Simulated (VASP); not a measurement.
# Pb (I4/mmm) in VASP: further runs

Pb is run at these levels: PBEsol; tasks: single point.

Program: VASP 6.6.1. These are calculated values, not measurements. Logs are shortened: lines on timing, memory, paths and dates and some standing lists are left out, and cuts for length are marked.

## Step 1: The cell of the first run

It takes space group I4/mmm (No. 139, tetragonal). The conventional cell has a = 3.959 Å, b = 3.959 Å, c = 3.761 Å, α = 90.00°, β = 90.00°, γ = 90.00°. Pb (site symmetry 4/mmm) has 14 Pb at 3.37 to 3.96 Å within 4.4 Å.

## Step 2: Single point, PBEsol (strain +0.000 along x and y, -0.050 along z)

INCAR

```
SYSTEM = Pb
PREC = Accurate
ENCUT = 520
EDIFF = 1E-6
ISMEAR = 0
SIGMA = 0.15
LREAL = .FALSE.
LASPH = .TRUE.
NELM = 60
ALGO = Fast
ISIF = 2
LWAVE = .FALSE.
LCHARG = .FALSE.
GGA = PS
NBANDS = 13
```

KPOINTS

```
regular mesh
0
G
  18 18 18
  0 0 0
```

POSCAR

```
Pb
1.0
   -1.9796595667      1.9796595667      1.8806765884
    1.9796595667     -1.9796595667      1.8806765884
    1.9796595667      1.9796595667     -1.8806765884
Pb
1
Direct
    0.0000000000      0.0000000000      0.0000000000
```

Potentials or basis: VASP PAW PBE potentials, release 64 (Pb_d).

Launch:

```console
$ cat potpaw_PBE.64/Pb_d/POTCAR > POTCAR
$ mpirun -np 1 vasp_std > vasp.out
```

OUTCAR:

```text
SYSTEM = Pb
   PREC = Accurate
   ENCUT = 520
   EDIFF = 1E-6
   ISMEAR = 0
   LREAL = .FALSE.
   LASPH = .TRUE.
   NELM = 60
   ISIF = 2
   GGA = PS

 ion  position               nearest neighbor table
   1  0.000  0.000  0.000-

  LATTYP: Found a body centered tetragonal cell.
 ALAT       =     3.9593191334
 C/A-ratio  =     0.9500000000

  Lattice vectors:

 A1 = (  -1.9796595667,   1.9796595667,   1.8806765884)
 A2 = (   1.9796595667,  -1.9796595667,   1.8806765884)
 A3 = (   1.9796595667,   1.9796595667,  -1.8806765884)

Analysis of symmetry for initial positions (statically):
=====================================================================
 Subroutine PRICEL returns:
 Original cell was already a primitive cell.

 Routine SETGRP: Setting up the symmetry group for a
 body centered tetragonal supercell.

 Subroutine GETGRP returns: Found 16 space group operations
 (whereof 16 operations were pure point group operations)
 out of a pool of 16 trial point group operations.

The static configuration has the point symmetry D_4h.

Analysis of symmetry for dynamics (positions and initial velocities):
=====================================================================
 Subroutine PRICEL returns:
 Original cell was already a primitive cell.

 Routine SETGRP: Setting up the symmetry group for a
 body centered tetragonal supercell.

 Subroutine GETGRP returns: Found 16 space group operations
 (whereof 16 operations were pure point group operations)
 out of a pool of 16 trial point group operations.

The dynamic configuration has the point symmetry D_4h.

 Subroutine INISYM returns: Found 16 space group operations
 (whereof 16 operations are pure point group operations),
 and found     1 'primitive' translations

----------------------------------------------------------------------------------------

                                     Primitive cell

  volume of cell :      29.4819

  direct lattice vectors                    reciprocal lattice vectors
    -1.979659567  1.979659567  1.880676588     0.000000000  0.252568678  0.265861766
     1.979659567 -1.979659567  1.880676588     0.252568678  0.000000000  0.265861766
     1.979659567  1.979659567 -1.880676588     0.252568678  0.252568678  0.000000000

  length of vectors
     3.372691571  3.372691571  3.372691571     0.366706171  0.366706171  0.357186050

  position of ions in fractional coordinates (direct lattice)
     0.000000000  0.000000000  0.000000000

  ion indices of the primitive-cell ions
   primitive index   ion index
                 1           1

----------------------------------------------------------------------------------------

 KPOINTS: regular mesh

Automatic generation of k-mesh.
 Grid dimensions read from file:
 generate k-points for:   18   18   18

 Generating k-lattice:

  Cartesian coordinates                     Fractional coordinates (reciprocal lattice)
     0.000000000  0.014031593  0.014770098     0.055555556 -0.000000000  0.000000000
     0.014031593  0.000000000  0.014770098    -0.000000000  0.055555556  0.000000000
     0.014031593  0.014031593  0.000000000     0.000000000  0.000000000  0.055555556

  Length of vectors
     0.020372565  0.020372565  0.019843669

  Shift w.r.t. Gamma in fractional coordinates (k-lattice)
     0.000000000  0.000000000  0.000000000

 Subroutine IBZKPT returns following result:
 ===========================================

 Found    480 irreducible k-points:

 Following reciprocal coordinates:
            Coordinates               Weight
  0.000000  0.000000  0.000000      1.000000
  0.055556  0.000000 -0.000000      8.000000
  0.111111  0.000000 -0.000000      8.000000
  0.166667  0.000000 -0.000000      8.000000
  0.222222  0.000000 -0.000000      8.000000
  0.277778  0.000000  0.000000      8.000000
[... 16 lines left out ...]
 -0.277778  0.055556  0.000000     16.000000
 -0.222222  0.055556  0.000000     16.000000
 [... further k-points ...]
   k-points           NKPTS =    480   k-points in BZ     NKDIM =    480   number of bands    NBANDS=     13
   number of dos      NEDOS =    301   number of ions     NIONS =      1
   total plane-waves  NPLWV =  21952
   dimension x,y,z NGX =    28 NGY =   28 NGZ =   28
   dimension x,y,z NGXF=    56 NGYF=   56 NGZF=   56
   ions per type =               1
   NGX,Y,Z   is equivalent  to a cutoff of  13.80, 13.80, 13.80 a.u.
   NGXF,Y,Z  is equivalent  to a cutoff of  27.60, 27.60, 27.60 a.u.
 SYSTEM =  Pb
   PREC   = accura    normal or accurate (medium, high low for compatibility)
   ISTART =      0    job   : 0-new  1-cont  2-samecut
   ICHARG =      2    charge: 1-file 2-atom 10-const
   ISPIN  =      1    spin polarized calculation?
   LNONCOLLINEAR =      F non collinear calculations
   LSORBIT =      F    spin-orbit coupling
   LASPH  =      T    aspherical Exc in radial PAW
   ENCUT  =  520.0 eV  38.22 Ry    6.18 a.u.   6.27  6.27  6.27*2*pi/ulx,y,z
   NELM   =     60;   NELMIN=  2; NELMDL= -5     # of ELM steps
   EDIFF  = 0.1E-05   stopping-criterion for ELM
   LREAL  =      F    real-space projection
   EDIFFG = 0.1E-04   stopping-criterion for IOM
   NSW    =      0    number of steps for IOM
   IBRION =     -1    ionic relax: 0-MD 1-quasi-New 2-CG
   NFREE  =      0    steps in history (QN), initial steepest desc. (CG)
   ISIF   =      2    stress and relaxation
   ISYM   =      2    0-nonsym 1-usesym 2-fastsym
   POTIM  = 0.5000    time-step for ionic-motion
   TEBEG  =    0.0;   TEEND  =   0.0 temperature during run
   PSTRESS=    0.0 pullay stress
   NELECT =      14.0000    total number of electrons
   NUPDOWN=      -1.0000    fix difference up-down
   EMIN   =  10.00;   EMAX   =-10.00  energy-range for DOS
   EFERMI =   0.00;   METHOD = LEGACY
   ISMEAR =     0;   SIGMA  =   0.15  broadening in eV -4-tet -1-fermi 0-gaus
   EFERMI_NEDOS =   21; number of points for ismear=-14 and -15
   IALGO  =     68    algorithm
   IMIX   =      4    mixing-type and parameters
     AMIX     =   0.40;   BMIX     =  1.00
     AMIX_MAG =   1.60;   BMIX_MAG =  1.00
  volume/ion in A,a.u.               =      29.48       198.95
  Fermi-wavevector in a.u.,A,eV,Ry     =   1.277220  2.413596 22.195069  1.631292
  Thomas-Fermi vector in A             =   2.409832
   LORBIT       =      0    0 simple, 1 ext, 2 COOP (PROOUT), +10 PAW based schemes
   GGA     = PS    functional components
   LHFCALC =     F    Hartree Fock is set to
   AEXX    =    0.0000 exact exchange contribution
   IVDW    =     0    specifies the selected vdW correction
   LEPSILON=     F    determine dielectric tensor
   LRPA    =     F    only Hartree local field effects (RPA)
 non-spin polarized calculation
 RMM-DIIS sequential band-by-band and
 Gauss-broadening in eV      SIGMA  =   0.15
  energy-cutoff  :      520.00
  volume of cell :       29.48
 maximum number of plane-waves:       811
 NGX is ok and might be reduce to    28
   NGX = 13   NGY = 13   NGZ = 13

 number of electron      13.9999999 magnetization

 Free energy of the ion-electron system (eV)
  ---------------------------------------------------
  ext. energy  EPLUGINS =         0.00000000
  ---------------------------------------------------
  free energy    TOTEN  =        -3.96538716 eV

  energy without entropy =       -3.95927042  energy(sigma->0) =       -3.96232879

 E-fermi :   7.4017     XC(G=0): -10.4799

 val. band max:        7.3974569077   @ k =  -0.2778  -0.3889   0.1667
 cond. band min:       7.4301723173   @ k =   0.2778   0.1667   0.1667
 fundamental gap:      0.0327154095
 Fermi energy:         7.4016862663

 k-point     1 :       0.0000    0.0000    0.0000
  band No.  band energies     occupation
      1      -9.6750      2.00000
      2      -9.6380      2.00000
      3      -9.6380      2.00000
      4      -9.4151      2.00000
      5      -9.3727      2.00000
      6      -4.5480      2.00000
      7      15.1424      0.00000
      8      15.1424      0.00000
      9      15.5720      0.00000
     10      18.4508      0.00000
     11      18.4508      0.00000
     12      19.0231      0.00000
     13      19.5682      0.00000

 k-point     2 :       0.0556    0.0000   -0.0000
  band No.  band energies     occupation
      1      -9.6713      2.00000
      2      -9.6351      2.00000
      3      -9.6325      2.00000
      4      -9.4149      2.00000
      5      -9.3756      2.00000
      6      -4.4820      2.00000
      7      14.6133      0.00000
      8      14.9059      0.00000
      9      15.2729      0.00000
     10      18.0831      0.00000
     11      18.2802      0.00000
     12      18.8035      0.00000
     13      20.0204      0.00000

 k-point     3 :       0.1111    0.0000   -0.0000
  band No.  band energies     occupation
      1      -9.6723      2.00000
      2      -9.6276      2.00000
      3      -9.6046      2.00000
      4      -9.4145      2.00000
      5      -9.3832      2.00000
      6      -4.2837      2.00000
      7      13.1334      0.00000
      8      14.3171      0.00000
      9      14.8653      0.00000
     10      17.3594      0.00000
     11      17.9054      0.00000
     12      18.7054      0.00000
     13      20.8755      0.00000

 k-point     4 :       0.1667    0.0000   -0.0000
  band No.  band energies     occupation
      1      -9.6832      2.00000
      2      -9.6195      2.00000
      3      -9.5520      2.00000
      4      -9.4142      2.00000
      5      -9.3920      2.00000
      6      -3.9526      2.00000
      7      11.3711      0.00000
      8      13.5780      0.00000
      9      14.3634      0.00000
     10      16.6778      0.00000
     11      17.4961      0.00000
     12      18.8559      0.00000
     13      21.4181      0.00000

 k-point     5 :       0.2222    0.0000   -0.0000
  band No.  band energies     occupation
      1      -9.6988      2.00000
      2      -9.6161      2.00000
      3      -9.4840      2.00000
      4      -9.4148      2.00000
      5      -9.3969      2.00000
      6      -3.4903      2.00000
      7       9.5827      0.00000
      8      12.8258      0.00000
      9      13.8350      0.00000
     10      16.1089      0.00000
     11      17.1241      0.00000
     12      19.2089      0.00000
     13      21.7047      0.00000
[... 257 lines left out ...]
 k-point    22 :      -0.3333    0.0556   -0.0000
  band No.  band energies     occupation
      1      -9.7185      2.00000
      2      -9.6242      2.00000
      3      -9.4163      2.00000
      4      -9.3994      2.00000
      5      -9.3719      2.00000
      6      -2.5397      2.00000
      7       7.0952      1.99614
      8      11.4055      0.00000
      9      12.8956      0.00000
     10      15.8361      0.00000
     11      17.2042      0.00000
     12      20.1227      0.00000
     13      21.9969      0.00000

 k-point    23 :      -0.2778    0.0556    0.0000
  band No.  band energies     occupation
      1      -9.7018      2.00000
      2      -9.6172      2.00000
      3      -9.4448      2.00000
      4      -9.4202      2.00000
      5      -9.3977      2.00000
      6      -3.1805      2.00000
      7       8.7283      0.00000
      8      12.0288      0.00000
      9      13.3735      0.00000
     10      16.2055      0.00000
     11      17.5017      0.00000
     12      19.4903      0.00000
     13      21.8344      0.00000

 k-point    24 :      -0.2222    0.0556    0.0000
  band No.  band energies     occupation
      1      -9.6856      2.00000
      2      -9.6195      2.00000
      3      -9.5116      2.00000
      4      -9.4241      2.00000
      5      -9.3923      2.00000
      6      -3.7025      2.00000
      7      10.4213      0.00000
      8      12.7817      0.00000
      9      13.9230      0.00000
     10      16.6665      0.00000
     11      17.8034      0.00000
     12      19.0383      0.00000
     13      21.6311      0.00000

 [... further k-points ...]

------------------------ aborting loop because EDIFF is reached ----------------------------------------

  FORCE on cell =-STRESS in cart. coord.  units (eV):
  Direction    XX          YY          ZZ          XY          YZ          ZX
  --------------------------------------------------------------------------------------
  -------------------------------------------------------------------------------------
  Total        0.1807941      0.1807941      0.0009012      0.0000000      0.0000000      0.0000000
  in kB        9.8251600      9.8251600      0.0489779      0.0000000      0.0000000      0.0000000
  external PRESSURE =       6.5664326 kB  Pullay stress =       0.0000000 kB

 VOLUME and BASIS-vectors are now :
 -----------------------------------------------------------------------------
  energy-cutoff  :      520.00
  volume of cell :       29.48
      direct lattice vectors                 reciprocal lattice vectors
    -1.979659567  1.979659567  1.880676588     0.000000000  0.252568678  0.265861766
     1.979659567 -1.979659567  1.880676588     0.252568678  0.000000000  0.265861766
     1.979659567  1.979659567 -1.880676588     0.252568678  0.252568678  0.000000000

 POSITION                                       TOTAL-FORCE (eV/Angst)
 -----------------------------------------------------------------------------------
      0.00000      0.00000      0.00000         0.000000     -0.000000     -0.000000
 -----------------------------------------------------------------------------------
    total drift:                               -0.000000     -0.000000     -0.000000

  FREE ENERGIE OF THE ION-ELECTRON SYSTEM (eV)
  ---------------------------------------------------
  free  energy   TOTEN  =        -3.9653871638 eV

  energy  without entropy=       -3.9592704227  energy(sigma->0) =       -3.96232879
```

Run time: 6.1 min. Hardware: 1 thread of Intel Xeon 8259CL, shared host; peak memory 0.29 GiB.

What came out:

```
Free energy            : -3.9654 eV
Pressure               : 0.7 GPa
Band gap on the k mesh : zero (bands 7 and 8 overlap by 9.83 eV)
```

Caveat: the cell differs from its parent crystal (strain +0.000 along x and y, -0.050 along z); the PAW data sets were made with another functional, which shifts forces and pressure a little; spin-orbit coupling is left out, which moves the levels of the heavy elements.

(Continued in part 2 of 2.)

The gap in the log of VASP goes by the Fermi energy; the results here count the filled bands.